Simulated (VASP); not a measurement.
Crystal: SiS3.

```
Si S
1.0
     0.00000    3.44713    3.44713
     3.44713    0.00000    3.44713
     3.44713    3.44713    0.00000
Si S
1 3
Cartesian
  0.0000 0.0000 0.0000
  1.7236 1.7236 1.7236
  5.1707 5.1707 5.1707
  3.4471 3.4471 3.4471
```

| Item | Value |
| --- | --- |
| Program | VASP 6.6.1 |
| Task | relaxation of cell and atoms |
| Functional | PBE |
| Potentials or basis | VASP PAW PBE potentials, release 64 (Si, S) |
| Cutoff | 500 eV |
| k mesh | 4 × 4 × 4 |
| Occupations | gaussian, width 0.1 eV |
| Spin | no spin polarisation |

At the start: pressure -10.9 GPa; volume 20.48 Å³/atom.

**Question.** How do energy, volume and symmetry change on relaxing?

**Answer.** Over 3 steps the energy falls by 185.1 meV/atom and the volume is 16.00 Å³/atom (-21.9 %); space group Fm-3m (No. 225, to 0.05 Å).

The path:
```
step  energy change (eV)  largest force (eV/Å)  pressure (GPa)  volume (Å³)
   1              0.0000                0.0000          -10.87        81.92
   2             -0.7181                0.0000           -2.65        66.53
   3             -0.7404                0.0000           -0.08        64.00
```

Final structure:
```
Si S
1.0
     0.00000    3.17488    3.17488
     3.17488    0.00000    3.17488
     3.17488    3.17488    0.00000
Si S
1 3
Direct
  0.00000 0.00000 0.00000
  0.25000 0.25000 0.25000
  0.75000 0.75000 0.75000
  0.50000 0.50000 0.50000
```

Caveat: the k points lie up to 0.43 Å⁻¹ apart in the final cell; the volume moved by over 15 % at a fixed basis, so the end points are rough.
